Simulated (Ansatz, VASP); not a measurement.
Two plane-wave programs on CsH

```xyz
2
Lattice="0.0000 3.1880 3.1880 3.1880 0.0000 3.1880 3.1880 3.1880 0.0000" Properties=species:S:1:pos:R:3 pbc="T T T"
Cs    0.0000    0.0000    0.3125
H     3.1880    3.1880    3.1880
```

Change from the starting cell: all Cs atoms moved +0.312 Å, as atom 1 along Cartesian [0 0 1].

Alike in both runs: task single point; functional r2SCAN; k mesh 6 × 6 × 6; occupations gaussian, width 0.05 eV; no spin polarisation.

|  | VASP | Ansatz |
| --- | --- | --- |
| version | VASP 6.6.1 | Ansatz 0.2.0 |
| potentials or method | VASP PAW PBE potentials, release 64 (Cs_sv, H), cutoff 520 eV | scalar-relativistic, plane waves, PAW |
| valence electrons in the cell | 10 | 10 |

|  | VASP | Ansatz | Ansatz less VASP |
| --- | --- | --- | --- |
| gap on the k mesh at the Fermi level (eV) | 2.74 | 2.76 | +0.016 |
| least direct gap on the mesh (eV) | 2.74 | 2.76 | +0.016 |
| pressure (GPa) | 0.3 | 0.2 | -0.03 |
| traceless stress, the component that is largest in VASP (GPa) | 0.71 | 0.70 | -0.013 |
| rms of the force components (eV/Å) | 0.135 | 0.133 | -0.0020 |

VASP's potentials were made for PBE, not for r2SCAN. Atom by atom the forces differ by 0.002 eV/Å (rms over components).

Spin-orbit coupling is off throughout.
